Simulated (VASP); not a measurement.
# Se (P3_121) in VASP: notebook

The runs below take Se through single point, with HSE06.

All numbers are computed with VASP 6.6.1; they aren't measurements. Logs are shortened: lines on timing, memory, paths and dates and some standing lists are left out, and cuts for length are marked.

### Step 1. The cell of the first run

It takes space group P3_121 (No. 152, trigonal). The conventional cell has a = 4.484 Å, b = 4.484 Å, c = 5.067 Å, α = 90.00°, β = 90.00°, γ = 120.00°. Within 3.2 Å of Se (site symmetry 2) lie 2 Se at 2.41 Å.

### Step 2. Single point, HSE06

Input file POSCAR:

```
Se
1.0
    4.4835523451      0.0000000000      0.0000000000
   -2.2417761726      3.8828702301      0.0000000000
    0.0000000000      0.0000000000      5.0670569994
Se
3
Direct
    0.2206067139      0.0000000000      0.8333333333
    0.0000000000      0.2206067139      0.1666666667
    0.7793932861      0.7793932861      0.5000000000
```

Input file INCAR.step1:

```
PREC = Accurate
ENCUT = 520
EDIFF = 1E-5
ISMEAR = 0
SIGMA = 0.05
LREAL = False
LASPH = True
NELM = 80
ALGO = Normal
ISIF = 2
LWAVE = True
NBANDS = 16
GGA = PE
```

Input file INCAR.step2:

```
PREC = Accurate
ENCUT = 520
EDIFF = 1E-7
ISMEAR = 0
SIGMA = 0.05
LREAL = False
LASPH = True
NELM = 80
ALGO = Normal
ISIF = 2
LWAVE = False
LCHARG = True
GGA = PE
LHFCALC = True
HFSCREEN = 0.2079
PRECFOCK = Normal
LELF = True
LVHAR = True
NBANDS = 16
ISTART = 1
```

Input file KPOINTS:

```
regular mesh
0
Gamma
  4 4 4
```

Potentials or basis: VASP PAW PBE potentials, release 64 (Se).

On the command line:

```console
$ cat potpaw_PBE.64/Se/POTCAR > POTCAR
$ cp INCAR.step1 INCAR
$ mpirun -np 1 vasp_std > vasp.out
$ cp INCAR.step2 INCAR
$ mpirun -np 1 vasp_std > vasp.out
```

OUTCAR:

```text
PREC = Accurate
   ENCUT = 520
   EDIFF = 1E-7
   ISMEAR = 0
   LREAL = False
   LASPH = True
   NELM = 80
   ISIF = 2
   GGA = PE
   LHFCALC = True
   HFSCREEN = 0.2079
   PRECFOCK = Normal
   ISTART = 1

 ion  position               nearest neighbor table
   1  0.221  0.000  0.833-   3 2.41   2 2.41
   2  0.000  0.221  0.167-   3 2.41   1 2.41
   3  0.779  0.779  0.500-   1 2.41   2 2.41

  LATTYP: Found a hexagonal cell.
 ALAT       =     4.4835523451
 C/A-ratio  =     1.1301433795

  Lattice vectors:

 A1 = (   4.4835523451,   0.0000000000,   0.0000000000)
 A2 = (  -2.2417761726,   3.8828702301,   0.0000000000)
 A3 = (   0.0000000000,   0.0000000000,   5.0670569994)

Analysis of symmetry for initial positions (statically):
=====================================================================
 Subroutine PRICEL returns:
 Original cell was already a primitive cell.

 Routine SETGRP: Setting up the symmetry group for a
 hexagonal supercell.

 Subroutine GETGRP returns: Found  6 space group operations
 (whereof  2 operations were pure point group operations)
 out of a pool of 24 trial point group operations.

The static configuration has the point symmetry C_2 .
 The point group associated with its full space group is D_3 .

Analysis of symmetry for dynamics (positions and initial velocities):
=====================================================================
 Subroutine PRICEL returns:
 Original cell was already a primitive cell.

 Routine SETGRP: Setting up the symmetry group for a
 hexagonal supercell.

 Subroutine GETGRP returns: Found  6 space group operations
 (whereof  2 operations were pure point group operations)
 out of a pool of 24 trial point group operations.

The dynamic configuration has the point symmetry C_2 .
 The point group associated with its full space group is D_3 .

 Subroutine INISYM returns: Found  6 space group operations
 (whereof  2 operations are pure point group operations),
 and found     1 'primitive' translations

----------------------------------------------------------------------------------------

                                     Primitive cell

[... 84 lines left out ...]
   IBRION =     -1    ionic relax: 0-MD 1-quasi-New 2-CG
   NFREE  =      0    steps in history (QN), initial steepest desc. (CG)
   ISIF   =      2    stress and relaxation
   ISYM   =      3    0-nonsym 1-usesym 2-fastsym
   POTIM  = 0.5000    time-step for ionic-motion
   TEBEG  =    0.0;   TEEND  =   0.0 temperature during run
   PSTRESS=    0.0 pullay stress
   NELECT =      18.0000    total number of electrons
   NUPDOWN=      -1.0000    fix difference up-down
   EMIN   =  10.00;   EMAX   =-10.00  energy-range for DOS
   EFERMI =   0.00;   METHOD = LEGACY
   ISMEAR =     0;   SIGMA  =   0.05  broadening in eV -4-tet -1-fermi 0-gaus
   EFERMI_NEDOS =   21; number of points for ismear=-14 and -15
   IALGO  =     38    algorithm
   IMIX   =      1    mixing-type and parameters
     AMIX     =   0.40;   BMIX     =  1.00
     AMIX_MAG =   1.60;   BMIX_MAG =  1.00
  volume/ion in A,a.u.               =      29.40       198.43
  Fermi-wavevector in a.u.,A,eV,Ry     =   0.963804  1.821325 12.638697  0.928918
  Thomas-Fermi vector in A             =   2.093381
   LORBIT       =      0    0 simple, 1 ext, 2 COOP (PROOUT), +10 PAW based schemes
   GGA     = PE    functional components
   LHFCALC =     T    Hartree Fock is set to
   PRECFOCK=normal    Normal, Fast or Accurate (Low or Medium for compatibility)
   ENCUT4O =  -1.0   cutoff for four orbital integrals eV
   NKREDX  =     1    reduce k-point grid by
   NKREDY  =     1    reduce k-point grid by
   NKREDZ  =     1    reduce k-point grid by
   AEXX    =    0.2500 exact exchange contribution
   HFSCREEN=    0.2079 screening length (either q_TF or 0.3 A-1)
   HFSCREENC=   0.2079 screening length for correlation (either q_TF or 0.3 A-1)
   ENCUTFOCK=  -1.0 apply spherical cutoff to Coloumb kernel
   IVDW    =     0    specifies the selected vdW correction
   LEPSILON=     F    determine dielectric tensor
   LRPA    =     F    only Hartree local field effects (RPA)
 non-spin polarized calculation
 Gauss-broadening in eV      SIGMA  =   0.05
  energy-cutoff  :      520.00
  volume of cell :       88.21
 maximum number of plane-waves:      2398
 NGX is ok and might be reduce to    36
  NGX = 28; NGY = 28; NGZ = 30

 number of electron      18.0000000 magnetization

 Free energy of the ion-electron system (eV)
  ---------------------------------------------------
  ext. energy  EPLUGINS =         0.00000000
  ---------------------------------------------------
  free energy    TOTEN  =       -13.23057812 eV

  energy without entropy =      -13.23057812  energy(sigma->0) =      -13.23057812

 E-fermi :   1.7059     XC(G=0):  -7.1013

 val. band max:        1.4214352931   @ k =   0.5000   0.0000   0.5000
 cond. band min:       3.4632888906   @ k =   0.2500   0.2500   0.5000
 fundamental gap:      2.0418535975
 Fermi energy:         1.7058639488

 k-point     1 :       0.0000    0.0000    0.0000
  band No.  band energies     occupation
      1     -15.4130      2.00000
      2     -11.1706      2.00000
      3     -11.1706      2.00000
      4      -2.4952      2.00000
      5      -2.4952      2.00000
      6      -2.2459      2.00000
[... 224 lines left out ...]
      3      -9.8235      2.00000
      4      -4.3321      2.00000
      5      -3.3588      2.00000
      6      -3.2193      2.00000
[... 8 lines left out ...]
     15      10.5922      0.00000
     16      11.5381      0.00000

------------------------ aborting loop because EDIFF is reached ----------------------------------------

  FORCE on cell =-STRESS in cart. coord.  units (eV):
  Direction    XX          YY          ZZ          XY          YZ          ZX
  --------------------------------------------------------------------------------------
  -------------------------------------------------------------------------------------
  Total       -0.7156478     -0.7156478     -2.1028488      0.0000000      0.0000000      0.0000000
  in kB      -12.9980734    -12.9980734    -38.1933469      0.0000000      0.0000000      0.0000000
  external PRESSURE =     -21.3964979 kB  Pullay stress =       0.0000000 kB

 VOLUME and BASIS-vectors are now :
 -----------------------------------------------------------------------------
  energy-cutoff  :      520.00
  volume of cell :       88.21
      direct lattice vectors                 reciprocal lattice vectors
     4.483552345  0.000000000  0.000000000     0.223037432  0.128770721  0.000000000
    -2.241776173  3.882870230  0.000000000     0.000000000  0.257541442  0.000000000
     0.000000000  0.000000000  5.067056999     0.000000000  0.000000000  0.197353217

 POSITION                                       TOTAL-FORCE (eV/Angst)
 -----------------------------------------------------------------------------------
      0.98910      0.00000      4.22255        -0.579427      0.000000     -0.000000
     -0.49455      0.85659      0.84451         0.289713     -0.501798      0.000000
      1.74723      3.02628      2.53353         0.289713      0.501798     -0.000000
 -----------------------------------------------------------------------------------
    total drift:                                0.000000      0.000000      0.000000

  FREE ENERGIE OF THE ION-ELECTRON SYSTEM (eV)
  ---------------------------------------------------
  free  energy   TOTEN  =       -13.2305781242 eV

  energy  without entropy=      -13.2305781242  energy(sigma->0) =      -13.23057812
```

OSZICAR.step1:

```text
N       E                     dE             d eps       ncg     rms          rms(c)
DAV:   1     0.818170290334E+02    0.81817E+02   -0.70630E+03   416   0.924E+02
DAV:   2    -0.535580087111E+01   -0.87173E+02   -0.83149E+02   560   0.152E+02
DAV:   3    -0.105554860911E+02   -0.51997E+01   -0.51799E+01   488   0.428E+01
DAV:   4    -0.105950043516E+02   -0.39518E-01   -0.39512E-01   560   0.439E+00
DAV:   5    -0.105952923316E+02   -0.28798E-03   -0.28798E-03   512   0.374E-01    0.644E+00
DAV:   6    -0.105326184944E+02    0.62674E-01   -0.37538E-02   480   0.120E+00    0.398E+00
DAV:   7    -0.105109872097E+02    0.21631E-01   -0.76345E-02   488   0.168E+00    0.200E-01
DAV:   8    -0.105103812205E+02    0.60599E-03   -0.92298E-03   472   0.574E-01    0.973E-02
DAV:   9    -0.105105096199E+02   -0.12840E-03   -0.28581E-04   600   0.110E-01    0.319E-02
DAV:  10    -0.105105534796E+02   -0.43860E-04   -0.58629E-05   488   0.506E-02    0.772E-03
DAV:  11    -0.105105567362E+02   -0.32566E-05   -0.81848E-06   448   0.174E-02
   1 F= -.10510557E+02 E0= -.10510557E+02  d E =-.379493E-16
```

It took 21 min on 1 thread of AMD EPYC 7R43 (Zen 3), shared host; peak memory 0.29 GiB.

What came out:

| Property | Result |
| --- | --- |
| Free energy | -13.2306 eV |
| Pressure | -2.1 GPa |
| Largest force | 0.579 eV/Å |
| Band gap on the k mesh | 2.04 eV (least direct gap 2.27 eV) |

Forces on the atoms (eV/Å):
```
Se  -0.579  0.000  0.000
Se   0.290 -0.502  0.000
Se   0.290  0.502  0.000
```

Stress tensor (GPa, compression positive):
```
-1.30  0.00  0.00
 0.00 -1.30  0.00
 0.00  0.00 -3.82
```

Caveat: the PAW data sets were made with another functional, which shifts forces and pressure a little.

### Step 3. Single point, HSE06 (31.12 Å³/atom)

This run uses another cell than the first one, of 31.12 Å³/atom.

Input file POSCAR:

```
Se
1.0
    4.6868464458      0.0000000000      0.0000000000
   -2.3434232229      4.0589280857      0.0000000000
    0.0000000000      0.0000000000      4.9075341528
Se
3
Direct
    0.2078906034      0.0000000000      0.8333333333
    0.0000000000      0.2078906034      0.1666666667
    0.7921093966      0.7921093966      0.5000000000
```

Input file INCAR.step1:

```
ALGO = Normal ; EDIFF = 1E-5
ENCUT = 520 ; GGA = PE
ISIF = 2 ; ISMEAR = 0
LASPH = T ; LCHARG = F
LREAL = F ; LWAVE = T
NBANDS = 16 ; NELM = 60
PREC = Accurate ; SIGMA = 0.05
```

Input file INCAR.step2:

```
ALGO = Normal ; EDIFF = 1E-6
ENCUT = 520 ; GGA = PE
HFSCREEN = 0.2079 ; ISIF = 2
ISMEAR = 0 ; ISTART = 1
LASPH = T ; LCHARG = F
LHFCALC = T ; LREAL = F
LWAVE = F ; NBANDS = 16
NELM = 60 ; PREC = Accurate
PRECFOCK = Normal ; SIGMA = 0.05
```

Input file KPOINTS:

```
k-points
0
Gamma
  4 4 4
```

Potentials or basis: VASP PAW PBE potentials, release 64 (Se).

On the command line:

```console
$ cat potpaw_PBE.64/Se/POTCAR > POTCAR
$ cp INCAR.step1 INCAR
$ mpirun -np 1 vasp_std > vasp.out
$ cp INCAR.step2 INCAR
$ mpirun -np 1 vasp_std > vasp.out
```

Wall time 22 min (1 thread of AMD EPYC 7R43 (Zen 3), shared host); peak memory 0.29 GiB.

Results (log left out):

```yaml
Free_energy: -13.2950 eV
Pressure: 0.1 GPa
Largest_force: 0.034 eV/Å
Band_gap_on_the_k_mesh: 2.38 eV (least direct gap 2.60 eV)
```

Forces on the atoms (eV/Å):
```
Se  -0.034  0.000  0.000
Se   0.017 -0.030  0.000
Se   0.017  0.030  0.000
```

Stress tensor (GPa, compression positive):
```
 0.16  0.00  0.00
 0.00  0.16  0.00
 0.00  0.00 -0.17
```

Levels at points of the mesh, in eV from the valence-band top:
| k point | band 7 | band 8 | band 9 | band 10 | band 11 | band 12 |
| --- | --- | --- | --- | --- | --- | --- |
| (0.00, 0.00, 0.00) | -2.31 | -2.31 | -0.48 | 3.19 | 3.19 | 3.43 |
| (0.50, 0.00, 0.00) | -2.69 | -2.03 | -0.97 | 3.14 | 3.63 | 4.90 |
| (0.00, 0.00, 0.50) | -1.51 | -1.51 | -0.99 | 2.38 | 2.38 | 2.41 |
| (0.50, 0.00, 0.50) | -1.53 | -1.06 | 0.00 | 2.60 | 3.48 | 4.18 |

Caveat: the PAW data sets were made with another functional, which shifts forces and pressure a little. A k mesh can miss the band edges.
